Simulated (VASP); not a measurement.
# Sn5Ge12 in VASP: notebook, part 2 of 2

VASP 6.6.1.

### 4 Single point, PBE

INCAR reads:

```
SYSTEM = Sn5Ge12
  PREC = Accurate
  ENCUT = 410
  EDIFF = 1E-6
  ISMEAR = -1
  SIGMA = 0.1861
  LREAL = Auto
  LASPH = .True.
  NELM = 120
  ALGO = Normal
  ISIF = 2
  LWAVE = .False.
  LCHARG = .False.
  GGA = PE
  NBANDS = 133
  ISYM = -1
  GGA_COMPAT = .False.
```

KPOINTS reads:

```
explicit points
1
Reciprocal
  0.25000000   0.25000000   0.25000000 1
```

POSCAR reads:

```
Sn5Ge12
1.0
    7.0815660000     -0.0735080000      0.0306640000
   -0.0735080000      7.7150240000     -0.3469720000
    0.0306640000     -0.3469720000      7.5368430000
Sn Ge
5 12
Direct
    0.3371868290      0.8651127091      0.3555283545
    0.9086663495      0.3962790991      0.1138781061
    0.6919964722      0.6566177209      0.8628021818
    0.4818353460      0.5183844759      0.1986238667
    0.8215645332      0.2519785521      0.7030711728
    0.4007997556      0.1962653964     -0.0189748581
    0.3288052990      0.8195709171      0.8612898895
    0.5298317875     -0.0102977519      0.6106594242
    0.2215540126      0.2496681674      0.3401136432
    0.7141936074      0.7080586553      0.4582835937
    0.3051661851      0.2919012068      0.6675773835
    0.7741104491      0.0135493000      0.3420214412
    0.1158401788      0.5385130823      0.8954848652
    1.0168869447      0.8222866832      0.0837997599
   -0.0380785817      0.8351300053      0.6845397164
    0.6570049386      1.0367688035      0.0075973914
    0.4318023830      0.5981969730      0.6272237344
```

Potentials or basis: VASP PAW PBE potentials, release 64 (Sn_d, Ge_d).

The run is started by

```sh
$ cat potpaw_PBE.64/Sn_d/POTCAR potpaw_PBE.64/Ge_d/POTCAR > POTCAR
$ mpirun -np 1 vasp_std > vasp.out
```

OUTCAR:

```text
SYSTEM = Sn5Ge12
   PREC = Accurate
   ENCUT = 410
   EDIFF = 1E-6
   ISMEAR = -1
   LREAL = Auto
   LASPH = .True.
   NELM = 120
   ISIF = 2
   GGA = PE
   ISYM = -1

 ion  position               nearest neighbor table
   1  0.337  0.865  0.356-   8 2.48   4 3.02  14 3.06  10 3.09   9 3.11  17 3.12  12 3.28
   2  0.909  0.396  0.114-  13 2.51   9 3.10   4 3.23   5 3.26   3 3.29  16 3.31
   3  0.692  0.657  0.863-  17 2.58  15 2.75   7 2.89  14 3.05  16 3.05  10 3.12  13 3.17   4 3.18
                             2 3.29   5 3.39
   4  0.482  0.518  0.199-  10 2.85   6 2.90   9 3.01   1 3.02   3 3.18   2 3.23  17 3.25
   5  0.822  0.252  0.703-   8 2.91  16 3.16  12 3.16   2 3.26  13 3.26   3 3.39
   6  0.401  0.196  0.981-  16 2.23  11 2.64   4 2.90
   7  0.329  0.820  0.861-  17 2.46  13 2.65  14 2.76   8 2.77   3 2.89
   8  0.530  0.990  0.611-   1 2.48  12 2.67  10 2.72   7 2.77  11 2.85   5 2.91
   9  0.222  0.250  0.340-  11 2.54   4 3.01   2 3.10   1 3.11
  10  0.714  0.708  0.458-  17 2.54  15 2.58  12 2.62   8 2.72   4 2.85   1 3.09   3 3.12
  11  0.305  0.292  0.668-   9 2.54  17 2.56   6 2.64  13 2.80   8 2.85
  12  0.774  0.014  0.342-  10 2.62   8 2.67  16 2.69  14 2.91   5 3.16   1 3.28
  13  0.116  0.539  0.895-   2 2.51  14 2.61   7 2.65  11 2.80   3 3.17   5 3.26
  14  0.017  0.822  0.084-  13 2.61   7 2.76  12 2.91   3 3.05   1 3.06
  15  0.962  0.835  0.685-  10 2.58   3 2.75
[... 275 lines left out ...]
    131       8.4274      0.00000
 [bands above 131 left out]

------------------------ aborting loop because EDIFF is reached ----------------------------------------

  FORCE on cell =-STRESS in cart. coord.  units (eV):
  Direction    XX          YY          ZZ          XY          YZ          ZX
  --------------------------------------------------------------------------------------
  -------------------------------------------------------------------------------------
  Total       14.4006744      5.0303848     14.5041888      8.8642087      7.7994341      8.9348829
  in kB       56.1547536     19.6157493     56.5584032     34.5655656     30.4135272     34.8411562
  external PRESSURE =      44.1096354 kB  Pullay stress =       0.0000000 kB

 VOLUME and BASIS-vectors are now :
 -----------------------------------------------------------------------------
  energy-cutoff  :      410.00
  volume of cell :      410.87
      direct lattice vectors                 reciprocal lattice vectors
     7.081566000 -0.073508000  0.030664000     0.141227656  0.001322500 -0.000513708
    -0.073508000  7.715024000 -0.346972000     0.001322500  0.129898530  0.005974730
     0.030664000 -0.346972000  7.536843000    -0.000513708  0.005974730  0.132958696

 POSITION                                       TOTAL-FORCE (eV/Angst)
 -----------------------------------------------------------------------------------
      2.33512      6.52622      2.38973        -1.964273     -0.698271     -2.301427
      6.40914      2.95100      0.74865        -0.628949     -1.490438      1.726107
      4.87861      4.71559      6.29620         0.864313     -0.060415      1.106816
      3.38013      3.89501      1.33191        -0.305502     -0.468879      0.148780
      5.82100      1.63968      5.23670         0.515269     -0.289199     -0.037355
      2.85395      1.14434      7.33802        -2.498676      1.357657      0.239130
[... 9 lines left out ...]
      4.65015      0.23274      0.06465         2.678243     -1.404897      0.163929
      3.03310      4.36573      4.53297        -1.125778     -0.997337     -1.551204
 -----------------------------------------------------------------------------------
    total drift:                               -0.000004      0.001960     -0.001328

  FREE ENERGIE OF THE ION-ELECTRON SYSTEM (eV)
  ---------------------------------------------------
  free  energy   TOTEN  =       -66.2306217561 eV

  energy  without entropy=      -65.3460640719  energy(sigma->0) =      -65.78834291
```

stdout:

```text
POSCAR found type information on POSCAR SnGe
 POSCAR found :  2 types and      17 ions
 scaLAPACK will be used
 LDA part: xc-table for (Slater+PW92), standard interpolation
 POSCAR, INCAR and KPOINTS ok, starting setup
 FFT: planning ... GRIDC
 FFT: planning ... GRID_SOFT
 FFT: planning ... GRID
 WAVECAR not read
 entering main loop
```

It took 64 s on 1 thread of Intel Xeon 6975P-C (Granite Rapids), shared host; peak memory 0.33 GiB.

Results:

```
Free energy   : -66.2306 eV
Pressure      : 4.4 GPa
Largest force : 3.105 eV/Å
```

Forces on the atoms (eV/Å):
```
Sn  -1.964 -0.698 -2.301
Sn  -0.629 -1.490  1.726
Sn   0.864 -0.060  1.107
Sn  -0.306 -0.469  0.149
Sn   0.515 -0.289 -0.037
Ge  -2.499  1.358  0.239
Ge  -0.893  1.395  0.973
Ge   1.176  1.182  1.597
Ge  -0.408 -0.159 -0.637
Ge   0.217 -0.508 -0.376
Ge  -0.564 -0.121 -0.072
Ge   0.300  0.958 -0.296
Ge   0.703  0.536 -1.123
Ge   0.960  0.351  0.277
Ge   0.975  0.418  0.162
Ge   2.678 -1.405  0.164
Ge  -1.126 -0.997 -1.551
```

Stress tensor (GPa, compression positive):
```
5.62 3.46 3.48
3.46 1.96 3.04
3.48 3.04 5.66
```

Caveat: the atoms stand as in a frame of molecular dynamics.

### 5 Summary

| cell | smearing | pressure (GPa) | largest force (eV/Å) |
| --- | --- | --- | --- |
| as given, atomic positions A | fermi-dirac 0.2585 eV | 4.4 | 3.51 |
| as given, atomic positions B | fermi-dirac 0.2585 eV | 5.9 | 3.37 |
| as given, atomic positions C | fermi-dirac 0.1861 eV | 4.4 | 3.11 |

Alike in all rows: task single point; level PBE; potentials or basis VASP PAW PBE potentials, release 64 (Sn_d, Ge_d); no spin polarisation; k mesh 1 × 1 × 1, shifted; cutoff (eV) 410.

Caveats: the atoms stand as in a frame of molecular dynamics.

Absolute energies hang on the potentials; compare differences alone.
